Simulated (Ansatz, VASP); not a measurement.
## Sc: VASP beside Ansatz

```xyz
2
Lattice="3.3090 0.0000 0.0000 -1.6545 2.8657 0.0000 0.0000 0.0000 5.2733" Properties=species:S:1:pos:R:3 pbc="T T T"
Sc    0.0000    1.9105    1.3183
Sc    1.6545    0.9552    3.9550
```

Alike in both runs: task electric field gradients; functional r2SCAN; k mesh 11 × 11 × 6; occupations fermi-dirac, width 0.05 eV; no spin polarisation.

```csv
,VASP,Ansatz
version,VASP 6.6.1,Ansatz 0.2.0
potentials or method,"VASP PAW PBE potentials, release 64 (Sc_sv)","plane-wave PAW, scalar-relativistic"
plane-wave cutoff (eV),520,500
valence electrons in the cell,22,22
```

VASP gave:

| Property | Result |
| --- | --- |
| pressure (GPa) | 0.1 |
| traceless stress, the component that is largest in VASP (GPa) | -0.96 |
| size of Vzz on the site where it differs most (V/Å²) | 8.6 |

Q: What did Ansatz give for the same quantities?

A: Pressure (GPa): -0.1; traceless stress, the component that is largest in VASP (GPa): -0.97; size of Vzz on the site where it differs most (V/Å²): 8.0.

VASP's potentials were made for PBE, not for r2SCAN. With one functional, cell and mesh, what is left measures potentials, basis and numerics.
